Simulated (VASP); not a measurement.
# Si32Ag (a cell with a defect) in VASP: single point with PBE

Aim: the single point of Si32Ag (a cell with a defect) with PBE.

Program: VASP 6.6.1. These are calculated values, not measurements. Logs are shortened: lines on timing, memory, paths and dates and some standing lists are left out, and cuts for length are marked.

### Step 1. The cell of the first run

The cell holds a defect, 33 atoms: a = 9.474 Å, b = 9.474 Å, c = 9.474 Å, α = 109.47°, β = 109.47°, γ = 109.47°.

### Step 2. Single point, PBE

Input file INCAR:

```
ALGO = Normal ; EDIFF = 1E-6
ENCUT = 520 ; GGA = PE
ISIF = 2 ; ISMEAR = 0
LASPH = True ; LCHARG = False
LREAL = Auto ; LWAVE = False
NBANDS = 92 ; NELECT = 138.0
NELM = 100 ; PREC = Accurate
SIGMA = 0.02
```

Input file KPOINTS:

```
Automatic mesh
0
Gamma
  2 2 2
  0.5 0.5 0.5
```

Input file POSCAR:

```
Si32Ag
1.0
   -5.4700937627     -5.4700937627      5.4700937627
    5.4700937627     -5.4700937627     -5.4700937627
    5.4700937627      5.4700937627      5.4700937627
Si Ag
32 1
Direct
    0.2477473986      0.7478074741      0.7476547345
   -0.0000183726      0.7303385780     -0.0099703958
    0.4889194072      0.4889684923      0.7406619842
    0.2522039950      0.5000123615     -0.0001195592
   -0.0000324492      0.5110670166      0.2517051919
    0.7480448558      0.7480862628      0.2508148049
    0.4999769874      0.7522573065      0.4998704078
   -0.0000305296      0.0000217547      0.7509331975
    0.7477552813      0.2477991345      0.7476522666
    0.4999683952      0.2522526231     -0.0001318990
    0.2697217020      0.2697217934      0.2597342133
   -0.0000227601      0.2519729204      0.5027623144
    0.7522161737      0.5000368584      0.4998929851
    0.7302261485     -0.0000180070     -0.0100237770
    0.5110072370      0.0000165445      0.2517139668
    0.2519092103      0.0000187383      0.5027466839
    0.2521925692      0.7522527362      0.5023453197
   -0.0000187383      0.7480908331      0.7472532789
    0.5110314597      0.5110805447      0.5093379786
    0.2477427369      0.5000230560      0.7501295550
   -0.0000164531      0.4889928063     -0.0017139560
    0.7302781585      0.7302783413     -0.0097342024
    0.4999875905      0.7477960484      0.2501195700
   -0.0000217547      0.0000306210      0.4990668567
    0.7522009089      0.2522447621      0.5023476963
    0.4999630936      0.2477837783      0.7501069777
    0.2519137806      0.2519550962     -0.0008147941
    0.0000180070      0.2697738035      0.2600237878
    0.7477474203      0.5000316482      0.2501320013
    0.7480270316      0.0000227601      0.7472377398
    0.4889330267      0.0000325406     -0.0017051810
    0.2696615568      0.0000184640      0.2599704981
   -0.0000780608      0.0000780608      0.1250000511
```

Potentials or basis: VASP PAW PBE potentials, release 64 (Si, Ag).

Launch:

```console
cat potpaw_PBE.64/Si/POTCAR potpaw_PBE.64/Ag/POTCAR > POTCAR
mpirun -np 1 vasp_std > vasp.out
```

OUTCAR:

```text
EDIFF = 1E-6
   ENCUT = 520
   GGA = PE
   ISIF = 2
   ISMEAR = 0
   LASPH = True
   LREAL = Auto
   NELECT = 138.0
   NELM = 100
   PREC = Accurate

 ion  position               nearest neighbor table
   1  0.248  0.748  0.748-  18 2.35  31 2.35  17 2.35  20 2.36
   2  1.000  0.730  0.990-  21 2.31  18 2.36  33 2.45  22 2.56  32 2.56
   3  0.489  0.489  0.741-  22 2.31  19 2.34  26 2.35  20 2.35
   4  0.252  0.500  1.000-  27 2.35  21 2.35  20 2.35  23 2.36
   5  1.000  0.511  0.252-  28 2.31  21 2.34  17 2.35  29 2.35
   6  0.748  0.748  0.251-  29 2.35  23 2.35  22 2.36  24 2.38
   7  0.500  0.752  0.500-  30 2.35  19 2.35  23 2.35  17 2.36
   8  1.000  0.000  0.751-  18 2.38  27 2.38  30 2.38  24 2.39
   9  0.748  0.248  0.748-  30 2.35  21 2.35  25 2.35  26 2.36
  10  0.500  0.252  1.000-  27 2.35  31 2.35  26 2.35  29 2.36
  11  0.270  0.270  0.260-  19 2.31  27 2.36  33 2.45  32 2.56  28 2.56
  12  1.000  0.252  0.503-  20 2.35  25 2.35  28 2.36  24 2.38
  13  0.752  0.500  0.500-  18 2.35  19 2.35  29 2.35  25 2.36
  14  0.730  1.000  0.990-  31 2.31  30 2.36  33 2.45  22 2.56  28 2.56
  15  0.511  0.000  0.252-  32 2.31  31 2.34  23 2.35  25 2.35
  16  0.252  0.000  0.503-  26 2.35  17 2.35  32 2.36  24 2.38
  17  0.252  0.752  0.502-  16 2.35   5 2.35   1 2.35   7 2.36
  18  1.000  0.748  0.747-  13 2.35   1 2.35   2 2.36   8 2.38
  19  0.511  0.511  0.509-  11 2.31   3 2.34  13 2.35   7 2.35
  20  0.248  0.500  0.750-  12 2.35   3 2.35   4 2.35   1 2.36
  21  1.000  0.489  0.998-   2 2.31   5 2.34   4 2.35   9 2.35
  22  0.730  0.730  0.990-   3 2.31   6 2.36  33 2.45   2 2.56  14 2.56
  23  0.500  0.748  0.250-   6 2.35  15 2.35   7 2.35   4 2.36
  24  1.000  0.000  0.499-  16 2.38   6 2.38  12 2.38   8 2.39
  25  0.752  0.252  0.502-  12 2.35  15 2.35   9 2.35  13 2.36
  26  0.500  0.248  0.750-  16 2.35   3 2.35  10 2.35   9 2.36
  27  0.252  0.252  0.999-  10 2.35   4 2.35  11 2.36   8 2.38
  28  0.000  0.270  0.260-   5 2.31  12 2.36  33 2.45  11 2.56  14 2.56
  29  0.748  0.500  0.250-   6 2.35   5 2.35  13 2.35  10 2.36
  30  0.748  0.000  0.747-   7 2.35   9 2.35  14 2.36   8 2.38
  31  0.489  0.000  0.998-  14 2.31  15 2.34   1 2.35  10 2.35
  32  0.270  0.000  0.260-  15 2.31  16 2.36  33 2.45  11 2.56   2 2.56
  33  1.000  0.000  0.125-  28 2.45  14 2.45  22 2.45  11 2.45   2 2.45  32 2.45

  LATTYP: Found a body centered cubic cell.
 ALAT       =    10.9401875254

  Lattice vectors:

 A1 = (  -5.4700937627,  -5.4700937627,   5.4700937627)
 A2 = (   5.4700937627,  -5.4700937627,  -5.4700937627)
 A3 = (   5.4700937627,   5.4700937627,   5.4700937627)

Analysis of symmetry for initial positions (statically):
=====================================================================
 Subroutine PRICEL returns:
 Original cell was already a primitive cell.

 Routine SETGRP: Setting up the symmetry group for a
 body centered cubic supercell.

 Subroutine GETGRP returns: Found  2 space group operations
 (whereof  1 operations were pure point group operations)
 out of a pool of 48 trial point group operations.

The static configuration has the point symmetry C_1 .
 The point group associated with its full space group is C_2 .

Analysis of symmetry for dynamics (positions and initial velocities):
=====================================================================
 Subroutine PRICEL returns:
 Original cell was already a primitive cell.

 Routine SETGRP: Setting up the symmetry group for a
 body centered cubic supercell.

 Subroutine GETGRP returns: Found  2 space group operations
 (whereof  1 operations were pure point group operations)
 out of a pool of 48 trial point group operations.

The dynamic configuration has the point symmetry C_1 .
 The point group associated with its full space group is C_2 .

 Subroutine INISYM returns: Found  2 space group operations
 (whereof  1 operations are pure point group operations),
 and found     1 'primitive' translations

----------------------------------------------------------------------------------------

                                     Primitive cell

  volume of cell :     654.7030

  direct lattice vectors                    reciprocal lattice vectors
    -5.470093763 -5.470093763  5.470093763     0.000000000 -0.091406111  0.091406111
     5.470093763 -5.470093763 -5.470093763     0.091406111 -0.091406111  0.000000000
     5.470093763  5.470093763  5.470093763     0.091406111  0.000000000  0.091406111

  length of vectors
     9.474480319  9.474480319  9.474480319     0.129267762  0.129267762  0.129267762

  position of ions in fractional coordinates (direct lattice)
     0.247747399  0.747807474  0.747654735
     0.999981627  0.730338578  0.990029604
     0.488919407  0.488968492  0.740661984
     0.252203995  0.500012361  0.999880441
     0.999967551  0.511067017  0.251705192
     0.748044856  0.748086263  0.250814805
[... 25 lines left out ...]
     0.269661557  0.000018464  0.259970498
     0.999921939  0.000078061  0.125000051

  ion indices of the primitive-cell ions
   primitive index   ion index
                 1           1
                 2           2
                 3           3
                 4           4
                 5           5
                 6           6
[... 25 lines left out ...]
                32          32
                33          33

----------------------------------------------------------------------------------------

 KPOINTS: Automatic mesh

Automatic generation of k-mesh.
 Grid dimensions read from file:
 generate k-points for:    2    2    2

 Generating k-lattice:

  Cartesian coordinates                     Fractional coordinates (reciprocal lattice)
     0.000000000 -0.045703056  0.045703056     0.500000000  0.000000000  0.000000000
     0.045703056 -0.045703056  0.000000000     0.000000000  0.500000000  0.000000000
     0.045703056  0.000000000  0.045703056     0.000000000  0.000000000  0.500000000

  Length of vectors
     0.064633881  0.064633881  0.064633881

  Shift w.r.t. Gamma in fractional coordinates (k-lattice)
     0.500000000  0.500000000  0.500000000

 Subroutine IBZKPT returns following result:
 ===========================================

 Found      3 irreducible k-points:

 Following reciprocal coordinates:
            Coordinates               Weight
  0.250000  0.250000  0.250000      2.000000
 -0.250000  0.250000  0.250000      4.000000
  0.250000  0.250000 -0.250000      2.000000
   k-points           NKPTS =      3   k-points in BZ     NKDIM =      3   number of bands    NBANDS=     92
   number of dos      NEDOS =    301   number of ions     NIONS =     33
   total plane-waves  NPLWV = 343000
   dimension x,y,z NGX =    70 NGY =   70 NGZ =   70
   dimension x,y,z NGXF=   140 NGYF=  140 NGZF=  140
   ions per type =              32   1
   NGX,Y,Z   is equivalent  to a cutoff of  12.28, 12.28, 12.28 a.u.
   NGXF,Y,Z  is equivalent  to a cutoff of  24.57, 24.57, 24.57 a.u.
 SYSTEM =  unknown system
   PREC   = accura    normal or accurate (medium, high low for compatibility)
   ISTART =      0    job   : 0-new  1-cont  2-samecut
   ICHARG =      2    charge: 1-file 2-atom 10-const
   ISPIN  =      1    spin polarized calculation?
   LNONCOLLINEAR =      F non collinear calculations
   LSORBIT =      F    spin-orbit coupling
   LASPH  =      T    aspherical Exc in radial PAW
   ENCUT  =  520.0 eV  38.22 Ry    6.18 a.u.  17.62 17.62 17.62*2*pi/ulx,y,z
   NELM   =    100;   NELMIN=  2; NELMDL= -5     # of ELM steps
   EDIFF  = 0.1E-05   stopping-criterion for ELM
   LREAL  =      T    real-space projection
   EDIFFG = 0.1E-04   stopping-criterion for IOM
   NSW    =      0    number of steps for IOM
   IBRION =     -1    ionic relax: 0-MD 1-quasi-New 2-CG
   NFREE  =      0    steps in history (QN), initial steepest desc. (CG)
   ISIF   =      2    stress and relaxation
   ISYM   =      2    0-nonsym 1-usesym 2-fastsym
   POTIM  = 0.5000    time-step for ionic-motion
   TEBEG  =    0.0;   TEEND  =   0.0 temperature during run
   PSTRESS=    0.0 pullay stress
   NELECT =     138.0000    total number of electrons
   NUPDOWN=      -1.0000    fix difference up-down
   EMIN   =  10.00;   EMAX   =-10.00  energy-range for DOS
   EFERMI =   0.00;   METHOD = LEGACY
   ISMEAR =     0;   SIGMA  =   0.02  broadening in eV -4-tet -1-fermi 0-gaus
   EFERMI_NEDOS =   21; number of points for ismear=-14 and -15
   IALGO  =     38    algorithm
   IMIX   =      4    mixing-type and parameters
     AMIX     =   0.40;   BMIX     =  1.00
     AMIX_MAG =   1.60;   BMIX_MAG =  1.00
  volume/ion in A,a.u.               =      19.84       133.88
  Fermi-wavevector in a.u.,A,eV,Ry     =   0.974286  1.841133 12.915100  0.949233
  Thomas-Fermi vector in A             =   2.104733
   LORBIT       =      0    0 simple, 1 ext, 2 COOP (PROOUT), +10 PAW based schemes
   GGA     = PE    functional components
   LHFCALC =     F    Hartree Fock is set to
   AEXX    =    0.0000 exact exchange contribution
   IVDW    =     0    specifies the selected vdW correction
   LEPSILON=     F    determine dielectric tensor
   LRPA    =     F    only Hartree local field effects (RPA)
 non-spin polarized calculation
 Gauss-broadening in eV      SIGMA  =   0.02
  energy-cutoff  :      520.00
  volume of cell :      654.70
 maximum number of plane-waves:     17628
 NGX is ok and might be reduce to    70
   NGX = 35   NGY = 35   NGZ = 35

 number of electron     138.0000001 magnetization

 Free energy of the ion-electron system (eV)
  ---------------------------------------------------
  ext. energy  EPLUGINS =         0.00000000
  ---------------------------------------------------
  free energy    TOTEN  =      -179.91263446 eV

  energy without entropy =     -179.91263446  energy(sigma->0) =     -179.91263446

 E-fermi :   5.6062     XC(G=0):  -9.4709

 val. band max:        5.4691569817   @ k =   0.2500   0.2500   0.2500
 cond. band min:       6.4827318053   @ k =   0.2500   0.2500  -0.2500
 fundamental gap:      1.0135748236
 Fermi energy:         5.6062453955

 k-point     1 :       0.2500    0.2500    0.2500
  band No.  band energies     occupation
      1      -5.3116      2.00000
      2      -5.1812      2.00000
      3      -5.1812      2.00000
      4      -5.1368      2.00000
      5      -3.5302      2.00000
      6      -3.4795      2.00000
[... 73 lines left out ...]
     80       7.6050      0.00000
     81       7.6051      0.00000

 k-point     2 :      -0.2500    0.2500    0.2500
  band No.  band energies     occupation
      1      -5.7277      2.00000
      2      -4.7678      2.00000
      3      -4.6836      2.00000
      4      -4.6548      2.00000
      5      -4.6309      2.00000
      6      -3.9066      2.00000
[... 73 lines left out ...]
     80       8.2359      0.00000
     81       8.3082      0.00000

 k-point     3 :       0.2500    0.2500   -0.2500
  band No.  band energies     occupation
      1      -5.7277      2.00000
      2      -4.7678      2.00000
      3      -4.6835      2.00000
      4      -4.6548      2.00000
      5      -4.6309      2.00000
      6      -3.9066      2.00000
[... 73 lines left out ...]
     80       8.2361      0.00000
     81       8.3082      0.00000
 [bands above 81 left out]

------------------------ aborting loop because EDIFF is reached ----------------------------------------

  FORCE on cell =-STRESS in cart. coord.  units (eV):
  Direction    XX          YY          ZZ          XY          YZ          ZX
  --------------------------------------------------------------------------------------
  -------------------------------------------------------------------------------------
  Total        0.3645761      0.3628250      0.3645761     -1.7415050     -1.7415050     -1.7408293
  in kB        0.8921842      0.8878988      0.8921842     -4.2617797     -4.2617798     -4.2601262
  external PRESSURE =       0.8907557 kB  Pullay stress =       0.0000000 kB

 VOLUME and BASIS-vectors are now :
 -----------------------------------------------------------------------------
  energy-cutoff  :      520.00
  volume of cell :      654.70
      direct lattice vectors                 reciprocal lattice vectors
    -5.470093763 -5.470093763  5.470093763     0.000000000 -0.091406111  0.091406111
     5.470093763 -5.470093763 -5.470093763     0.091406111 -0.091406111  0.000000000
     5.470093763  5.470093763  5.470093763     0.091406111  0.000000000  0.091406111

 POSITION                                       TOTAL-FORCE (eV/Angst)
 -----------------------------------------------------------------------------------
      6.82512     -1.35604      1.35437        -0.001056      0.000982     -0.001269
      3.94058     -4.04946      6.89053         0.001893     -0.005234     -0.005211
      4.05176     -1.29765      4.05122         0.000262      0.001488      0.000843
      6.82497      1.35475      4.11390        -0.001280     -0.001086      0.000739
     -1.29748     -6.88865      4.05118         0.001666      0.000158      0.000678
      1.37221     -6.81200      1.37175        -0.000359      0.002968     -0.000231
[... 25 lines left out ...]
     -0.05291     -0.05311      2.89704         0.005211      0.005234     -0.001893
     -4.78548     -4.78633      6.15300        -0.003142     -0.000000      0.003142
 -----------------------------------------------------------------------------------
    total drift:                                0.003435      0.000604     -0.002720

  FREE ENERGIE OF THE ION-ELECTRON SYSTEM (eV)
  ---------------------------------------------------
  free  energy   TOTEN  =      -179.9126344639 eV

  energy  without entropy=     -179.9126344639  energy(sigma->0) =     -179.91263446
```

It took 4.8 min on 1 thread of AMD EPYC 7R13 (Zen 3), shared host; peak memory 0.68 GiB.

What came out:

```yaml
Free_energy: -179.9126 eV
Largest_force: 0.008 eV/Å
```

Forces on the atoms (eV/Å):
```
Si  -0.001  0.001 -0.001
Si   0.002 -0.005 -0.005
Si   0.000  0.001  0.001
Si  -0.001 -0.001  0.001
Si   0.002  0.000  0.001
Si   0.000  0.003  0.000
Si   0.001 -0.001 -0.001
Si   0.000  0.000  0.000
Si  -0.001  0.001 -0.001
Si   0.001 -0.001 -0.001
Si  -0.005  0.002 -0.006
Si   0.003  0.000  0.000
Si  -0.001 -0.001  0.001
Si  -0.004 -0.006  0.001
Si   0.001  0.000  0.001
Si   0.000  0.000  0.003
Si   0.001 -0.001  0.001
Si  -0.003  0.000  0.000
Si  -0.001 -0.001  0.000
Si   0.001  0.001 -0.001
Si  -0.001  0.000 -0.001
Si   0.006 -0.002  0.005
Si  -0.001  0.001  0.001
Si   0.000  0.000  0.000
Si   0.001 -0.001  0.001
Si  -0.001  0.001  0.001
Si   0.000 -0.003  0.000
Si  -0.001  0.006  0.004
Si   0.001  0.001 -0.001
Si   0.000  0.000 -0.003
Si  -0.001  0.000 -0.002
Si   0.005  0.005 -0.002
Ag  -0.003  0.000  0.003
```

Caveat: the cell carries a net charge on a neutralising background, which shifts energy and pressure; the cell is charged against a uniform background, so pressure and absolute levels hang on convention.
